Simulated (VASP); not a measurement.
Write the native input for VASP 6.6.1 that does the following.

- Task: single point
- Functional: LDA
- Potentials or basis: VASP PAW LDA potentials, release 64 (Ga_d, As)
- Cutoff: 520 eV
- k mesh: 8 × 8 × 8
- Occupations: gaussian, width 0.01 eV
- Spin: no spin polarisation
- Dipole correction: no
- Further INCAR settings: ALGO = Normal; EDIFF = 1e-06; NBANDS = 16

The structure of GaAs lies in POSCAR:

```
GaAs
1.0
    2.7454180713      2.7454180713      0.0000000000
   -2.7454180713      2.7454180713      0.0000000000
    0.0000000000      2.7454180713      2.8511456406
Ga As
1 1
Direct
    0.0000000000      0.0000000000      0.0000000000
    0.7500000000      0.2500000000      0.5000000000
```

This cell differs from its parent crystal: film at in-plane strain -0.02.

One way to write it, as run:

INCAR

```
SYSTEM = GaAs
ALGO = Normal
EDIFF = 1E-6
ENCUT = 520
GGA = CA
ISIF = 2
ISMEAR = 0
LASPH = .TRUE.
LCHARG = .FALSE.
LREAL = .FALSE.
LWAVE = .FALSE.
NBANDS = 16
NELM = 100
PREC = Accurate
SIGMA = 0.01
```

KPOINTS

```
k-points
0
G
  8 8 8
  0 0 0
```

Potentials or basis: VASP PAW LDA potentials, release 64 (Ga_d, As).

Launch:

```sh
$ cat potpaw_LDA.64/Ga_d/POTCAR potpaw_LDA.64/As/POTCAR > POTCAR
$ mpirun -np 1 vasp_std > vasp.out
```

It gave:

```json
{
  "Pressure": "2.1 GPa",
  "Band gap on the k mesh": "0.62 eV, direct"
}
```

Caveat: the cell differs from its parent crystal (film at in-plane strain -0.02).

Run time: 21 s on 1 thread of AMD EPYC 9R45 96-Core Processor (Zen 5), with other jobs on the host, peak memory 0.14 GiB.
